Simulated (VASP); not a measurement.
# ZnO (P6_3mc) in VASP: single point with r2SCAN

Aim: the single point of ZnO with r2SCAN.

Everything below comes from runs of VASP 6.6.1. Logs are shortened: lines on timing, memory, paths and dates and some standing lists are left out, and cuts for length are marked.

## 1. The cell of the first run

It takes space group P6_3mc (No. 186, hexagonal). Conventional cell: a = 3.169 Å, b = 3.169 Å, c = 5.105 Å, α = 90.00°, β = 90.00°, γ = 120.00°. Within 2.6 Å of Zn (site symmetry 3m) lie 4 O at 1.93 to 1.94 Å. O (site symmetry 3m) has 4 Zn at 1.93 to 1.94 Å within 2.6 Å.

## 2. Single point, r2SCAN (11.10 Å³/atom)

File POSCAR:

```
ZnO
1.0
    3.1691551016      0.0000000000      0.0000000000
   -1.5845775508      2.7445688265      0.0000000000
    0.0000000000      0.0000000000      5.1050165770
Zn O
2 2
Direct
    0.3333333333      0.6666666667      0.4996921304
    0.6666666667      0.3333333333     -0.0003078696
    0.6666666667      0.3333333333      0.3793178696
    0.3333333333      0.6666666667      0.8793178696
```

File INCAR.step1:

```
PREC = Accurate ; ENCUT = 910
ISMEAR = 0 ; SIGMA = 0.02
LREAL = F ; LASPH = T
NELM = 120 ; NBANDS = 26
GGA = PE ; ALGO = Normal
EDIFF = 1E-5 ; LWAVE = T
LCHARG = F ; GGA_COMPAT = F
```

File INCAR.step2:

```
PREC = Accurate ; ENCUT = 910
EDIFF = 1E-6 ; ISMEAR = 0
SIGMA = 0.02 ; LREAL = F
LASPH = T ; NELM = 120
ALGO = Normal ; ISIF = 2
LWAVE = F ; LCHARG = F
METAGGA = R2SCAN ; LMIXTAU = T
NBANDS = 26 ; ISTART = 1
GGA_COMPAT = F
```

File KPOINTS:

```
Automatic mesh
0
Gamma
  12 12 6
```

Potentials or basis: VASP PAW PBE potentials, release 64 (Zn, O_h).

The run is started by

```sh
cat potpaw_PBE.64/Zn/POTCAR potpaw_PBE.64/O_h/POTCAR > POTCAR
cp INCAR.step1 INCAR
mpirun -np 1 vasp_std > vasp.out
cp INCAR.step2 INCAR
mpirun -np 1 vasp_std > vasp.out
```

OUTCAR:

```text
PREC = Accurate
   ENCUT = 910
   EDIFF = 1E-6
   ISMEAR = 0
   LREAL = F
   LASPH = T
   NELM = 120
   ISIF = 2
   METAGGA = R2SCAN
   ISTART = 1

 ion  position               nearest neighbor table
   1  0.333  0.667  0.500-   3 1.93   3 1.93   3 1.93   4 1.94
   2  0.667  0.333  1.000-   4 1.93   4 1.93   4 1.93   3 1.94
   3  0.667  0.333  0.379-   1 1.93   1 1.93   1 1.93   2 1.94
   4  0.333  0.667  0.879-   2 1.93   2 1.93   2 1.93   1 1.94

  LATTYP: Found a hexagonal cell.
 ALAT       =     3.1691551016
 C/A-ratio  =     1.6108446615

  Lattice vectors:

 A1 = (   3.1691551016,   0.0000000000,   0.0000000000)
 A2 = (  -1.5845775508,   2.7445688265,   0.0000000000)
 A3 = (   0.0000000000,   0.0000000000,   5.1050165770)

Analysis of symmetry for initial positions (statically):
=====================================================================
 Subroutine PRICEL returns:
 Original cell was already a primitive cell.

 Routine SETGRP: Setting up the symmetry group for a
 hexagonal supercell.

 Subroutine GETGRP returns: Found 12 space group operations
 (whereof  6 operations were pure point group operations)
 out of a pool of 24 trial point group operations.

The static configuration has the point symmetry C_3v.
 The point group associated with its full space group is C_6v.

Analysis of symmetry for dynamics (positions and initial velocities):
=====================================================================
 Subroutine PRICEL returns:
 Original cell was already a primitive cell.

 Routine SETGRP: Setting up the symmetry group for a
 hexagonal supercell.

 Subroutine GETGRP returns: Found 12 space group operations
 (whereof  6 operations were pure point group operations)
 out of a pool of 24 trial point group operations.

The dynamic configuration has the point symmetry C_3v.
 The point group associated with its full space group is C_6v.

 Subroutine INISYM returns: Found 12 space group operations
 (whereof  6 operations are pure point group operations),
 and found     1 'primitive' translations

----------------------------------------------------------------------------------------

                                     Primitive cell

  volume of cell :      44.4033

  direct lattice vectors                    reciprocal lattice vectors
     3.169155102  0.000000000  0.000000000     0.315541514  0.182177978  0.000000000
    -1.584577551  2.744568827  0.000000000     0.000000000  0.364355957  0.000000000
     0.000000000  0.000000000  5.105016577     0.000000000  0.000000000  0.195885750

  length of vectors
     3.169155102  3.169155102  5.105016577     0.364355957  0.364355957  0.195885750

  position of ions in fractional coordinates (direct lattice)
     0.333333333  0.666666667  0.499692130
     0.666666667  0.333333333  0.999692130
     0.666666667  0.333333333  0.379317870
     0.333333333  0.666666667  0.879317870

  ion indices of the primitive-cell ions
   primitive index   ion index
                 1           1
                 2           2
                 3           3
                 4           4

----------------------------------------------------------------------------------------

 KPOINTS: Automatic mesh

Automatic generation of k-mesh.
 Grid dimensions read from file:
 generate k-points for:   12   12    6

 Generating k-lattice:

  Cartesian coordinates                     Fractional coordinates (reciprocal lattice)
     0.026295126  0.015181498  0.000000000     0.083333333 -0.000000000  0.000000000
     0.000000000  0.030362996  0.000000000     0.000000000  0.083333333  0.000000000
     0.000000000  0.000000000  0.032647625     0.000000000  0.000000000  0.166666667

  Length of vectors
     0.030362996  0.030362996  0.032647625

  Shift w.r.t. Gamma in fractional coordinates (k-lattice)
     0.000000000  0.000000000  0.000000000

 Subroutine IBZKPT returns following result:
 ===========================================

 Found     76 irreducible k-points:

 Following reciprocal coordinates:
            Coordinates               Weight
  0.000000  0.000000  0.000000      1.000000
  0.083333  0.000000  0.000000      6.000000
  0.166667  0.000000  0.000000      6.000000
  0.250000 -0.000000  0.000000      6.000000
  0.333333 -0.000000  0.000000      6.000000
  0.416667  0.000000  0.000000      6.000000
[... 16 lines left out ...]
  0.250000 -0.000000  0.166667     12.000000
  0.333333 -0.000000  0.166667     12.000000
 [... further k-points ...]
   k-points           NKPTS =     76   k-points in BZ     NKDIM =     76   number of bands    NBANDS=     26
   number of dos      NEDOS =    301   number of ions     NIONS =      4
   total plane-waves  NPLWV =  51200
   dimension x,y,z NGX =    32 NGY =   32 NGZ =   50
   dimension x,y,z NGXF=    64 NGYF=   64 NGZF=  100
   ions per type =               2   2
   NGX,Y,Z   is equivalent  to a cutoff of  16.79, 16.79, 16.28 a.u.
   NGXF,Y,Z  is equivalent  to a cutoff of  33.57, 33.57, 32.57 a.u.
 SYSTEM =  unknown system
   PREC   = accura    normal or accurate (medium, high low for compatibility)
   ISTART =      1    job   : 0-new  1-cont  2-samecut
   ICHARG =      0    charge: 1-file 2-atom 10-const
   ISPIN  =      1    spin polarized calculation?
   LNONCOLLINEAR =      F non collinear calculations
   LSORBIT =      F    spin-orbit coupling
   LASPH  =      T    aspherical Exc in radial PAW
   ENCUT  =  910.0 eV  66.88 Ry    8.18 a.u.   7.80  7.80 12.56*2*pi/ulx,y,z
   NELM   =    120;   NELMIN=  2; NELMDL=  0     # of ELM steps
   EDIFF  = 0.1E-05   stopping-criterion for ELM
   LREAL  =      F    real-space projection
   EDIFFG = 0.1E-04   stopping-criterion for IOM
   NSW    =      0    number of steps for IOM
   IBRION =     -1    ionic relax: 0-MD 1-quasi-New 2-CG
   NFREE  =      0    steps in history (QN), initial steepest desc. (CG)
   ISIF   =      2    stress and relaxation
   ISYM   =      2    0-nonsym 1-usesym 2-fastsym
   POTIM  = 0.5000    time-step for ionic-motion
   TEBEG  =    0.0;   TEEND  =   0.0 temperature during run
   PSTRESS=    0.0 pullay stress
   NELECT =      36.0000    total number of electrons
   NUPDOWN=      -1.0000    fix difference up-down
   EMIN   =  10.00;   EMAX   =-10.00  energy-range for DOS
   EFERMI =   0.00;   METHOD = LEGACY
   ISMEAR =     0;   SIGMA  =   0.02  broadening in eV -4-tet -1-fermi 0-gaus
   EFERMI_NEDOS =   21; number of points for ismear=-14 and -15
   IALGO  =     38    algorithm
   IMIX   =      4    mixing-type and parameters
     AMIX     =   0.40;   BMIX     =  1.00
     AMIX_MAG =   1.60;   BMIX_MAG =  1.00
  volume/ion in A,a.u.               =      11.10        74.91
  Fermi-wavevector in a.u.,A,eV,Ry     =   1.526526  2.884715 31.705387  2.330280
  Thomas-Fermi vector in A             =   2.634547
   LORBIT       =      0    0 simple, 1 ext, 2 COOP (PROOUT), +10 PAW based schemes
   METAGGA = R2SCAN    functional components
   LHFCALC =     F    Hartree Fock is set to
   AEXX    =    0.0000 exact exchange contribution
   IVDW    =     0    specifies the selected vdW correction
   LEPSILON=     F    determine dielectric tensor
   LRPA    =     F    only Hartree local field effects (RPA)
 non-spin polarized calculation
 Gauss-broadening in eV      SIGMA  =   0.02
  energy-cutoff  :      910.00
  volume of cell :       44.40
 maximum number of plane-waves:      2802
 NGX is ok and might be reduce to    32
   NGX = 15   NGY = 15   NGZ = 25

 number of electron      35.9999994 magnetization

 Free energy of the ion-electron system (eV)
  ---------------------------------------------------
  ext. energy  EPLUGINS =         0.00000000
  ---------------------------------------------------
  free energy    TOTEN  =       -36.22918895 eV

  energy without entropy =      -36.22918895  energy(sigma->0) =      -36.22918895

 E-fermi :   1.9493     XC(G=0): -12.0776

 val. band max:        1.8593000236   @ k =   0.0000   0.0000   0.0000
 cond. band min:       3.1886388990   @ k =   0.0000   0.0000   0.0000
 fundamental gap:      1.3293388754
 Fermi energy:         1.9492897839

 k-point     1 :       0.0000    0.0000    0.0000
  band No.  band energies     occupation
      1     -17.8308      2.00000
      2     -17.0389      2.00000
      3      -4.4187      2.00000
      4      -4.3425      2.00000
      5      -4.3425      2.00000
      6      -4.2768      2.00000
[... 18 lines left out ...]
     25      17.4212      0.00000
     26      17.4212      0.00000

 k-point     2 :       0.0833    0.0000    0.0000
  band No.  band energies     occupation
      1     -17.7887      2.00000
      2     -17.0200      2.00000
      3      -4.4060      2.00000
      4      -4.3466      2.00000
      5      -4.3164      2.00000
      6      -4.2479      2.00000
[... 18 lines left out ...]
     25      17.3502      0.00000
     26      17.5374      0.00000

 k-point     3 :       0.1667    0.0000    0.0000
  band No.  band energies     occupation
      1     -17.6701      2.00000
      2     -16.9696      2.00000
      3      -4.5273      2.00000
      4      -4.2472      2.00000
      5      -4.2330      2.00000
      6      -4.1860      2.00000
[... 18 lines left out ...]
     25      17.1613      0.00000
     26      17.6342      0.00000

 k-point     4 :       0.2500   -0.0000    0.0000
  band No.  band energies     occupation
      1     -17.4980      2.00000
      2     -16.9060      2.00000
      3      -4.6549      2.00000
      4      -4.2635      2.00000
      5      -4.1603      2.00000
      6      -4.0479      2.00000
[... 18 lines left out ...]
     25      16.5166      0.00000
     26      17.4174      0.00000
[... 496 lines left out ...]
      1     -17.6247      2.00000
      2     -17.0180      2.00000
      3      -4.5648      2.00000
      4      -4.3995      2.00000
      5      -4.2354      2.00000
      6      -4.1856      2.00000
[... 18 lines left out ...]
     25      16.2741      0.00000
     26      17.3632      0.00000

 k-point    23 :       0.2500   -0.0000    0.1667
  band No.  band energies     occupation
      1     -17.4586      2.00000
      2     -16.9457      2.00000
      3      -4.6898      2.00000
      4      -4.4013      2.00000
      5      -4.1438      2.00000
      6      -4.0654      2.00000
[... 18 lines left out ...]
     25      16.5083      0.00000
     26      17.2723      0.00000

 k-point    24 :       0.3333   -0.0000    0.1667
  band No.  band energies     occupation
      1     -17.2769      2.00000
      2     -16.8829      2.00000
      3      -4.7574      2.00000
      4      -4.4449      2.00000
      5      -4.0636      2.00000
      6      -3.9211      2.00000
[... 18 lines left out ...]
     25      16.5151      0.00000
     26      17.2874      0.00000

 [... further k-points ...]

------------------------ aborting loop because EDIFF is reached ----------------------------------------

  FORCE on cell =-STRESS in cart. coord.  units (eV):
  Direction    XX          YY          ZZ          XY          YZ          ZX
  --------------------------------------------------------------------------------------
  -------------------------------------------------------------------------------------
  Total        3.2669737      3.2669737      3.2167100      0.0000000      0.0000000      0.0000000
  in kB      117.8803576    117.8803576    116.0667224      0.0000000      0.0000000      0.0000000
  external PRESSURE =     117.2758125 kB  Pullay stress =       0.0000000 kB

 VOLUME and BASIS-vectors are now :
 -----------------------------------------------------------------------------
  energy-cutoff  :      910.00
  volume of cell :       44.40
      direct lattice vectors                 reciprocal lattice vectors
     3.169155102  0.000000000  0.000000000     0.315541514  0.182177978  0.000000000
    -1.584577551  2.744568827  0.000000000     0.000000000  0.364355957  0.000000000
     0.000000000  0.000000000  5.105016577     0.000000000  0.000000000  0.195885750

 POSITION                                       TOTAL-FORCE (eV/Angst)
 -----------------------------------------------------------------------------------
     -0.00000      1.82971      2.55094        -0.000000      0.000000      0.003702
      1.58458      0.91486      5.10344         0.000000     -0.000000      0.003702
      1.58458      0.91486      1.93642         0.000000     -0.000000     -0.003702
     -0.00000      1.82971      4.48893        -0.000000      0.000000     -0.003702
 -----------------------------------------------------------------------------------
    total drift:                                0.000000      0.000000      0.012452

  FREE ENERGIE OF THE ION-ELECTRON SYSTEM (eV)
  ---------------------------------------------------
  free  energy   TOTEN  =       -36.2291889458 eV

  energy  without entropy=      -36.2291889458  energy(sigma->0) =      -36.22918895
```

Run time: 8.6 min. Hardware: 1 thread of Intel Xeon Platinum 8259CL at 2.50GHz (Skylake/Cascade Lake), shared host; peak memory 0.34 GiB.

Results:

```yaml
Free_energy: -36.2292 eV
Pressure: 11.7 GPa
Largest_force: 0.004 eV/Å
Band_gap_on_the_k_mesh: 1.33 eV
```

Forces on the atoms (eV/Å):
```
Zn   0.000  0.000  0.004
Zn   0.000  0.000  0.004
O    0.000  0.000 -0.004
O    0.000  0.000 -0.004
```

Caveat: the cell stands under pressure; the PAW data sets were made with another functional, which shifts forces and pressure a little.
